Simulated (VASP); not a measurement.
# Cr (P6_3/mmc) in VASP: notebook

Cr is run at these levels: RPBE; tasks: relaxation of cell and atoms, single point.

Program: VASP 6.6.1. These are calculated values, not measurements. Logs are shortened: lines on timing, memory, paths and dates and some standing lists are left out, and cuts for length are marked.

## Step 1: The cell of the first run

The structure is hexagonal, space group P6_3/mmc (No. 194). The conventional cell has a = 2.569 Å, b = 2.569 Å, c = 8.391 Å, α = 90.00°, β = 90.00°, γ = 120.00°. Cr (site symmetry -3m) has 12 Cr at 2.57 Å within 3.4 Å. Cr (site symmetry -6m2) has 12 Cr at 2.57 Å within 3.4 Å.

This isn't the form of Cr at room conditions, which is bcc.

## Step 2: Relaxation of cell and atoms, RPBE

INCAR

```
SYSTEM = Cr
PREC = Accurate ; ENCUT = 600
EDIFF = 1E-6 ; ISMEAR = -1
SIGMA = 0.1 ; LREAL = .FALSE.
LASPH = .TRUE. ; NELM = 100
ALGO = Normal ; ISIF = 3
LWAVE = .FALSE. ; LCHARG = .FALSE.
GGA = RP ; IBRION = 2
NSW = 80 ; EDIFFG = -0.01
```

KPOINTS

```
Automatic mesh
0
G
  14 14 4
  0 0 0
```

POSCAR

```
Cr
1.0
    2.5692592270      0.0000000000      0.0000000000
   -1.2846296135      2.2250437595      0.0000000000
    0.0000000000      0.0000000000      8.3912006354
Cr
4
Direct
    0.0000000000      0.0000000000      0.0000000000
    0.0000000000      0.0000000000      0.5000000000
    0.3333333333      0.6666666667      0.2500000000
    0.6666666667      0.3333333333      0.7500000000
```

Potentials or basis: VASP PAW PBE potentials, release 64 (Cr_pv).

Command:

```sh
cat potpaw_PBE.64/Cr_pv/POTCAR > POTCAR
mpirun -np 1 vasp_std > vasp.out
```

OUTCAR:

```text
SYSTEM = Cr
   PREC = Accurate
   ENCUT = 600
   EDIFF = 1E-6
   ISMEAR = -1
   LREAL = .FALSE.
   LASPH = .TRUE.
   NELM = 100
   ISIF = 3
   GGA = RP
   IBRION = 2
   NSW = 80
   EDIFFG = -0.01

 ion  position               nearest neighbor table
   1  0.000  0.000  0.000-   3 2.57   4 2.57   4 2.57   3 2.57   4 2.57   3 2.57
   2  0.000  0.000  0.500-   3 2.57   4 2.57   4 2.57   3 2.57   4 2.57   3 2.57
   3  0.333  0.667  0.250-   1 2.57   2 2.57   1 2.57   2 2.57   1 2.57   2 2.57
   4  0.667  0.333  0.750-   1 2.57   2 2.57   1 2.57   2 2.57   1 2.57   2 2.57

  LATTYP: Found a hexagonal cell.
 ALAT       =     2.5692592270
 C/A-ratio  =     3.2660000000

  Lattice vectors:

 A1 = (   2.5692592270,   0.0000000000,   0.0000000000)
 A2 = (  -1.2846296135,   2.2250437595,   0.0000000000)
 A3 = (   0.0000000000,   0.0000000000,   8.3912006354)

Analysis of symmetry for initial positions (statically):
=====================================================================
 Subroutine PRICEL returns:
 Original cell was already a primitive cell.

 Routine SETGRP: Setting up the symmetry group for a
 hexagonal supercell.

 Subroutine GETGRP returns: Found 24 space group operations
 (whereof 12 operations were pure point group operations)
 out of a pool of 24 trial point group operations.

The static configuration has the point symmetry D_3d.
 The point group associated with its full space group is D_6h.

Analysis of symmetry for dynamics (positions and initial velocities):
=====================================================================
 Subroutine PRICEL returns:
 Original cell was already a primitive cell.

 Routine SETGRP: Setting up the symmetry group for a
 hexagonal supercell.

 Subroutine GETGRP returns: Found 24 space group operations
 (whereof 12 operations were pure point group operations)
 out of a pool of 24 trial point group operations.

The dynamic configuration has the point symmetry D_3d.
 The point group associated with its full space group is D_6h.

 Subroutine INISYM returns: Found 24 space group operations
 (whereof 12 operations are pure point group operations),
 and found     1 'primitive' translations

----------------------------------------------------------------------------------------

                                     Primitive cell

  volume of cell :      47.9701

  direct lattice vectors                    reciprocal lattice vectors
     2.569259227  0.000000000  0.000000000     0.389217246  0.224714682  0.000000000
    -1.284629613  2.225043760  0.000000000     0.000000000  0.449429363  0.000000000
     0.000000000  0.000000000  8.391200635     0.000000000  0.000000000  0.119172457

  length of vectors
     2.569259227  2.569259227  8.391200635     0.449429363  0.449429363  0.119172457

  position of ions in fractional coordinates (direct lattice)
     0.000000000  0.000000000  0.000000000
     0.000000000  0.000000000  0.500000000
     0.333333333  0.666666667  0.250000000
     0.666666667  0.333333333  0.750000000

  ion indices of the primitive-cell ions
   primitive index   ion index
                 1           1
                 2           2
                 3           3
                 4           4

----------------------------------------------------------------------------------------

 KPOINTS: Automatic mesh

Automatic generation of k-mesh.
 Grid dimensions read from file:
 generate k-points for:   14   14    4

 Generating k-lattice:

  Cartesian coordinates                     Fractional coordinates (reciprocal lattice)
     0.027801232  0.016051049  0.000000000     0.071428571  0.000000000  0.000000000
     0.000000000  0.032102097  0.000000000     0.000000000  0.071428571  0.000000000
     0.000000000  0.000000000  0.029793114     0.000000000  0.000000000  0.250000000

  Length of vectors
     0.032102097  0.032102097  0.029793114

  Shift w.r.t. Gamma in fractional coordinates (k-lattice)
     0.000000000  0.000000000  0.000000000

 Subroutine IBZKPT returns following result:
 ===========================================

 Found     72 irreducible k-points:

 Following reciprocal coordinates:
            Coordinates               Weight
  0.000000  0.000000  0.000000      1.000000
  0.071429  0.000000  0.000000      6.000000
  0.142857  0.000000  0.000000      6.000000
  0.214286  0.000000  0.000000      6.000000
  0.285714  0.000000  0.000000      6.000000
  0.357143  0.000000  0.000000      6.000000
[... 16 lines left out ...]
  0.285714  0.285714  0.000000      6.000000
  0.357143  0.285714  0.000000      6.000000
 [... further k-points ...]
   k-points           NKPTS =     72   k-points in BZ     NKDIM =     72   number of bands    NBANDS=     28
   number of dos      NEDOS =    301   number of ions     NIONS =      4
   total plane-waves  NPLWV =  40320
   dimension x,y,z NGX =    24 NGY =   24 NGZ =   70
   dimension x,y,z NGXF=    48 NGYF=   48 NGZF=  140
   ions per type =               4
   NGX,Y,Z   is equivalent  to a cutoff of  15.53, 15.53, 13.87 a.u.
   NGXF,Y,Z  is equivalent  to a cutoff of  31.06, 31.06, 27.74 a.u.
 SYSTEM =  Cr
   PREC   = accura    normal or accurate (medium, high low for compatibility)
   ISTART =      0    job   : 0-new  1-cont  2-samecut
   ICHARG =      2    charge: 1-file 2-atom 10-const
   ISPIN  =      1    spin polarized calculation?
   LNONCOLLINEAR =      F non collinear calculations
   LSORBIT =      F    spin-orbit coupling
   LASPH  =      T    aspherical Exc in radial PAW
   ENCUT  =  600.0 eV  44.10 Ry    6.64 a.u.   5.13  5.13 16.76*2*pi/ulx,y,z
   NELM   =    100;   NELMIN=  2; NELMDL= -5     # of ELM steps
   EDIFF  = 0.1E-05   stopping-criterion for ELM
   LREAL  =      F    real-space projection
   EDIFFG = -.1E-01   stopping-criterion for IOM
   NSW    =     80    number of steps for IOM
   IBRION =      2    ionic relax: 0-MD 1-quasi-New 2-CG
   NFREE  =      1    steps in history (QN), initial steepest desc. (CG)
   ISIF   =      3    stress and relaxation
   ISYM   =      2    0-nonsym 1-usesym 2-fastsym
   POTIM  = 0.5000    time-step for ionic-motion
   TEBEG  =    0.0;   TEEND  =   0.0 temperature during run
   PSTRESS=    0.0 pullay stress
   NELECT =      48.0000    total number of electrons
   NUPDOWN=      -1.0000    fix difference up-down
   EMIN   =  10.00;   EMAX   =-10.00  energy-range for DOS
   EFERMI =   0.00;   METHOD = LEGACY
   ISMEAR =    -1;   SIGMA  =   0.10  broadening in eV -4-tet -1-fermi 0-gaus
   EFERMI_NEDOS =   21; number of points for ismear=-14 and -15
   IALGO  =     38    algorithm
   IMIX   =      4    mixing-type and parameters
     AMIX     =   0.40;   BMIX     =  1.00
     AMIX_MAG =   1.60;   BMIX_MAG =  1.00
  volume/ion in A,a.u.               =      11.99        80.93
  Fermi-wavevector in a.u.,A,eV,Ry     =   1.637439  3.094310 36.480015  2.681205
  Thomas-Fermi vector in A             =   2.728578
   LORBIT       =      0    0 simple, 1 ext, 2 COOP (PROOUT), +10 PAW based schemes
   GGA     = RP    functional components
   LHFCALC =     F    Hartree Fock is set to
   AEXX    =    0.0000 exact exchange contribution
   IVDW    =     0    specifies the selected vdW correction
   LEPSILON=     F    determine dielectric tensor
   LRPA    =     F    only Hartree local field effects (RPA)
 conjugate gradient relaxation of ions
 non-spin polarized calculation
  energy-cutoff  :      600.00
  volume of cell :       47.97
 maximum number of plane-waves:      1625
 NGX is ok and might be reduce to    24
   NGX = 11   NGY = 11   NGZ = 33

--------------------------------------- Ionic step        1  -------------------------------------------

 number of electron      47.9999983 magnetization

 Free energy of the ion-electron system (eV)
  ---------------------------------------------------
  ext. energy  EPLUGINS =         0.00000000
  ---------------------------------------------------
  free energy    TOTEN  =       -34.44024206 eV

  energy without entropy =      -34.17458840  energy(sigma->0) =      -34.30741523

------------------------ aborting loop because EDIFF is reached ----------------------------------------

  FORCE on cell =-STRESS in cart. coord.  units (eV):
  Direction    XX          YY          ZZ          XY          YZ          ZX
  --------------------------------------------------------------------------------------
  -------------------------------------------------------------------------------------
  Total        0.2304917      0.2304917      1.9552479     -0.0000000     -0.0000000      0.0000000
  in kB        7.6983095      7.6983095     65.3043068     -0.0000000     -0.0000000      0.0000000
  external PRESSURE =      26.9003086 kB  Pullay stress =       0.0000000 kB
[... 175 lines left out ...]
  energy  without entropy=      -34.2875536691  energy(sigma->0) =      -34.39661834

--------------------------------------- Ionic step        6  -------------------------------------------

 number of electron      47.9999974 magnetization

 E-fermi :   9.9796     XC(G=0): -13.1443

 val. band max:        9.9714461609   @ k =   0.2143   0.0714   0.0000
 cond. band min:       9.9801659572   @ k =   0.2857   0.0714   0.2500
 fundamental gap:      0.0087197962
 Fermi energy:         9.9795779223

 k-point     1 :       0.0000    0.0000    0.0000
  band No.  band energies     occupation
      1     -33.3135      2.00000
      2     -33.0153      2.00000
      3     -33.0049      2.00000
      4     -32.6971      2.00000
      5     -32.6060      2.00000
      6     -32.6060      2.00000
[... 733 lines left out ...]
     27      10.9274      0.00015
     28      11.2060      0.00001

 [... further k-points ...]

------------------------ aborting loop because EDIFF is reached ----------------------------------------

  FORCE on cell =-STRESS in cart. coord.  units (eV):
  Direction    XX          YY          ZZ          XY          YZ          ZX
  --------------------------------------------------------------------------------------
  -------------------------------------------------------------------------------------
  Total       -1.3364997     -1.3364997     -0.9218991      0.0000000      0.0000000     -0.0000000
  in kB      -43.2748964    -43.2748964    -29.8504265      0.0000000      0.0000000     -0.0000000
  external PRESSURE =     -38.8000731 kB  Pullay stress =       0.0000000 kB
[... 61 lines left out ...]
  energy  without entropy=      -34.3003898973  energy(sigma->0) =      -34.40922804

--------------------------------------- Ionic step        8  -------------------------------------------

 number of electron      47.9999996 magnetization

 Free energy of the ion-electron system (eV)
  ---------------------------------------------------
  ext. energy  EPLUGINS =         0.00000000
  ---------------------------------------------------
  free energy    TOTEN  =       -34.51807241 eV

  energy without entropy =      -34.30023919  energy(sigma->0) =      -34.40915580

 E-fermi :  10.2246     XC(G=0): -13.2473

 val. band max:       10.2235821996   @ k =   0.0714   0.0000   0.2500
 cond. band min:      10.2288002237   @ k =   0.0714   0.0714   0.5000
 fundamental gap:      0.0052180241
 Fermi energy:        10.2245778547

 k-point     1 :       0.0000    0.0000    0.0000
  band No.  band energies     occupation
      1     -33.0854      2.00000
      2     -32.7721      2.00000
      3     -32.7605      2.00000
      4     -32.4367      2.00000
      5     -32.3322      2.00000
      6     -32.3322      2.00000
[... 733 lines left out ...]
     27      11.1735      0.00015
     28      11.4610      0.00001

 [... further k-points ...]

------------------------ aborting loop because EDIFF is reached ----------------------------------------

  FORCE on cell =-STRESS in cart. coord.  units (eV):
  Direction    XX          YY          ZZ          XY          YZ          ZX
  --------------------------------------------------------------------------------------
  -------------------------------------------------------------------------------------
  Total       -0.0162777     -0.0162777      0.0394733      0.0000000     -0.0000000     -0.0000000
  in kB       -0.5367287     -0.5367287      1.3015612      0.0000000     -0.0000000     -0.0000000
  external PRESSURE =       0.0760346 kB  Pullay stress =       0.0000000 kB
[... 19 lines left out ...]
  FREE ENERGIE OF THE ION-ELECTRON SYSTEM (eV)
  ---------------------------------------------------
  free  energy   TOTEN  =       -34.5180724052 eV

  energy  without entropy=      -34.3002391900  energy(sigma->0) =      -34.40915580

 reached required accuracy - stopping structural energy minimisation
```

It took 5.1 min on 1 thread of Intel Xeon 6975P-C (Granite Rapids), shared host; peak memory 0.24 GiB.

What came out:

```
Free energy                           : -34.5181 eV
Relaxed volume                        : 12.15 Å³/atom
Relaxed cell                          : a = 2.518 Å, b = 2.518 Å, c = 8.849 Å, α = 90.00°, β = 90.00°, γ = 120.00°
Space group after relaxing (to 0.1 Å) : P6_3/mmc (No. 194)
Energy gained by relaxing             : 19.5 meV/atom
Ionic steps                           : 8
Pressure after relaxing               : 0.0 GPa
```

Step by step:
```tsv
step	energy change (eV)	largest force (eV/Å)	pressure (GPa)	volume (Å³)
1	0.0000	0.0000	2.69	47.97
2	-0.0214	0.0000	-3.60	49.37
3	-0.0217	0.0000	-3.11	49.25
4	-0.0407	0.0000	-3.48	49.33
5	-0.0654	0.0000	-3.89	49.52
6	-0.0663	0.0000	-3.88	49.48
7	-0.0778	0.0000	0.12	48.57
8	-0.0778	0.0000	0.01	48.59
```

Final structure:
```cif
data_structure
_symmetry_space_group_name_H-M 'P 1'
_symmetry_Int_Tables_number 1
_cell_length_a 2.5181
_cell_length_b 2.5181
_cell_length_c 8.8485
_cell_angle_alpha 90.000
_cell_angle_beta 90.000
_cell_angle_gamma 120.000
_cell_volume 48.59
loop_
_atom_site_label
_atom_site_type_symbol
_atom_site_fract_x
_atom_site_fract_y
_atom_site_fract_z
_atom_site_occupancy
Cr1 Cr 0.00000 0.00000 0.00000 1
Cr2 Cr 0.00000 0.00000 0.50000 1
Cr3 Cr 0.33333 0.66667 0.25000 1
Cr4 Cr 0.66667 0.33333 0.75000 1
```

Caveat: the highest band is partly filled, so the run has too few bands; the PAW data sets were made with another functional, which shifts forces and pressure a little; the run has no spin polarisation, though such a crystal can be magnetic. Spin polarisation is off, so any magnetic state and its effect on volume and gap are missing.

## Step 3: Single point, RPBE, collinear spin, ferromagnetic start (12.15 Å³/atom)

This run uses another cell than the first one, of 12.15 Å³/atom.

INCAR

```
ALGO     = Normal         # electronic algorithm
EDIFF    = 1E-6           # SCF threshold, eV
ENCUT    = 520            # plane-wave cutoff, eV
GGA      = RP             # functional
ISIF     = 2              # what is computed and relaxed
ISMEAR   = -1             # smearing method
ISPIN    = 2              # spin polarisation
LASPH    = True           # aspherical terms in the spheres
LCHARG   = True           # write CHGCAR
LELF     = True           # ELF
LMAXMIX  = 4              # l up to which the mixer works
LORBIT   = 11             # projections on sites
LREAL    = False          # projectors in reciprocal space
LVHAR    = True         
LWAVE    = False          # write WAVECAR
MAGMOM   = 1.5 1.5 1.5 1.5 # initial moments
NBANDS   = 36             # bands
NELM     = 150            # most SCF steps
PREC     = Accurate       # precision mode
SIGMA    = 0.05           # smearing width, eV
```

KPOINTS

```
k-points
0
Gamma
  16 16 4
```

POSCAR

```
Cr
1.0
    2.5144789677      0.0000000000      0.0000000000
   -1.2572394838      2.1776026633      0.0000000000
    0.0000000000      0.0000000000      8.8794743287
Cr
4
Direct
    0.0000000000      0.0000000000      1.0000000000
    0.0000000000      1.0000000000      0.5000000000
    0.3333333333      0.6666666667      0.2500000000
    0.6666666667      0.3333333333      0.7500000000
```

Potentials or basis: VASP PAW PBE potentials, release 64 (Cr_pv).

Command:

```sh
cat potpaw_PBE.64/Cr_pv/POTCAR > POTCAR
mpirun -np 1 vasp_std > vasp.out
```

Run time: 5.5 min. Hardware: 1 thread of Intel Xeon Platinum 8259CL at 2.50GHz (Skylake/Cascade Lake), shared host; peak memory 0.33 GiB.

The run converged. Its results:

* Free energy: -34.4349 eV
* Pressure: -0.3 GPa
* Band gap on the k mesh: zero (filled and empty bands overlap)
* Net moment: 0.00 μB per cell
* Valence electrons inside the program's atomic spheres: Cr 10.98

Stress tensor (GPa, compression positive):
```
-0.25  0.00  0.00
 0.00 -0.25  0.00
 0.00  0.00 -0.50
```

Levels at points of the mesh, in eV from the Fermi level:
Spin up:
| k point | band 21 | band 22 | band 23 | band 24 | band 25 | band 26 | band 27 | band 28 |
| --- | --- | --- | --- | --- | --- | --- | --- | --- |
| (0.00, 0.00, 0.00) | -0.42 | -0.34 | -0.34 | -0.18 | -0.18 | -0.16 | -0.08 | -0.08 |
| (0.50, 0.00, 0.00) | -0.74 | -0.30 | -0.19 | 0.90 | 0.90 | 1.68 | 2.22 | 2.25 |
| (0.00, 0.00, 0.50) | -0.35 | -0.35 | -0.35 | -0.35 | -0.17 | -0.17 | -0.17 | -0.17 |
| (0.50, 0.00, 0.50) | 0.09 | 0.09 | 0.11 | 0.11 | 0.61 | 0.61 | 1.82 | 1.82 |
Spin down:
| k point | band 20 | band 21 | band 22 | band 23 | band 24 | band 25 | band 26 | band 27 | band 28 | band 29 |
| --- | --- | --- | --- | --- | --- | --- | --- | --- | --- | --- |
| (0.00, 0.00, 0.00) | -0.42 | -0.42 | -0.34 | -0.34 | -0.18 | -0.18 | -0.16 | -0.08 | -0.08 | 1.12 |
| (0.50, 0.00, 0.00) | -1.41 | -0.74 | -0.30 | -0.19 | 0.90 | 0.90 | 1.68 | 2.22 | 2.25 | 2.49 |
| (0.00, 0.00, 0.50) | -1.02 | -0.35 | -0.35 | -0.35 | -0.35 | -0.17 | -0.17 | -0.17 | -0.17 | 1.29 |
| (0.50, 0.00, 0.50) | -1.53 | 0.09 | 0.09 | 0.11 | 0.11 | 0.61 | 0.61 | 1.82 | 1.82 | 2.70 |

Caveat: the moments typed at the start vanished in this run; the PAW data sets were made with another functional, which shifts forces and pressure a little.
